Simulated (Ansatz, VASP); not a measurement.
**Nb: VASP beside Ansatz**

INCAR

```
  ALGO = Normal
  EDIFF = 1E-7
  ENCUT = 520
  GGA = RP
  ISIF = 2
  ISMEAR = -1
  LASPH = T
  LCHARG = F
  LREAL = F
  LWAVE = F
  NBANDS = 20
  NELM = 100
  PREC = Accurate
  SIGMA = 0.1
```

The input KPOINTS:

```
k-points
0
Gamma
  10 10 10
```

The input POSCAR:

```
Nb
1.0
    0.0000000000      2.9844959822      2.9844959822
    2.9844959822      0.0000000000      2.9844959822
    2.9844959822      2.9844959822      0.0000000000
Nb
2
Direct
    0.1250000000      0.1250000000      0.1250000000
    0.8750000000      0.8750000000      0.8750000000
```

Input for Ansatz:

```yaml
crystal:
  lattice:
    - [0.0, 2.9844959822, 2.9844959822]
    - [2.9844959822, 0.0, 2.9844959822]
    - [2.9844959822, 2.9844959822, 0.0]
  atoms:
    - { symbol: Nb, position: [0.125, 0.125, 0.125] }
    - { symbol: Nb, position: [0.875, 0.875, 0.875] }
hamiltonian:
  xc: rpbe
  pseudopotentials:
    kind: paw
    azcp:
      Nb: "pseudopotentials/Nb.paw.azcp"
basis:
  ecutwfc: 420
  fft_grid_basis: typed
kpoints:
  mp_grid: { grid: [10, 10, 10], shift: [0, 0, 0] }
magnetization:
  spin_polarized: false
scf:
  occupations: { method: fermi_dirac, width: 0.1 }
  lower_state_search: "off"
output:
  stress: true
```

Alike in both runs: task single point; functional RPBE; k mesh 10 × 10 × 10; occupations fermi-dirac, width 0.1 eV; no spin polarisation.

|  | VASP | Ansatz |
| --- | --- | --- |
| version | VASP 6.6.1 | Ansatz 0.2.0 |
| potentials or method | VASP PAW PBE potentials, release 64 (Nb_sv), cutoff 520 eV | plane waves (420 eV) with PAW, scalar-relativistic |
| valence electrons in the cell | 26 | 26 |

|  | VASP | Ansatz | Ansatz less VASP |
| --- | --- | --- | --- |
| pressure (GPa) | 0.0 | 0.0 | +0.03 |

VASP's potentials were made for PBE, not for RPBE. The functional is the same, so the differences come from potentials, cutoffs and numerics.
